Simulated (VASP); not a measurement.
Input of a VASP 6.6.1 run:

File INCAR:

```
SYSTEM = Ga
PREC = Accurate
ENCUT = 520
EDIFF = 1E-6
ISMEAR = -1
SIGMA = 0.05
LREAL = .False.
LASPH = .True.
NELM = 100
ALGO = Fast
ISIF = 2
LWAVE = .False.
LCHARG = .True.
GGA = PS
LELF = .True.
LVHAR = .True.
NBANDS = 20
```

KPOINTS

```
regular mesh
0
Gamma
  10 10 8
  0 0 0
```

Contents of POSCAR:

```
Ga
1.0
    1.4500000000     -4.0650000000      0.0000000000
    1.4500000000      4.0650000000      0.0000000000
    0.0000000000      0.0000000000      3.1700000000
Ga
2
Direct
    0.1330000000      0.8670000000      0.7500000000
    0.8670000000      0.1330000000      0.2500000000
```

Potentials or basis: VASP PAW PBE potentials, release 64 (Ga_d).

The run is started by

```sh
$ cat potpaw_PBE.64/Ga_d/POTCAR > POTCAR
$ mpirun -np 1 vasp_std > vasp.out
```

Question: What does it give for the band gap on the k mesh?

Answer: Zero (band 13 reaches 10.62 eV, above the bottom of band 14 at 1.25 eV).

Question: What does it give for the pressure?

Answer: -2.1 GPa.

Forces on the atoms (eV/Å):
```
Ga   0.000 -0.211  0.000
Ga   0.000  0.211  0.000
```

Caveat: the PAW data sets were made with another functional, which shifts forces and pressure a little.
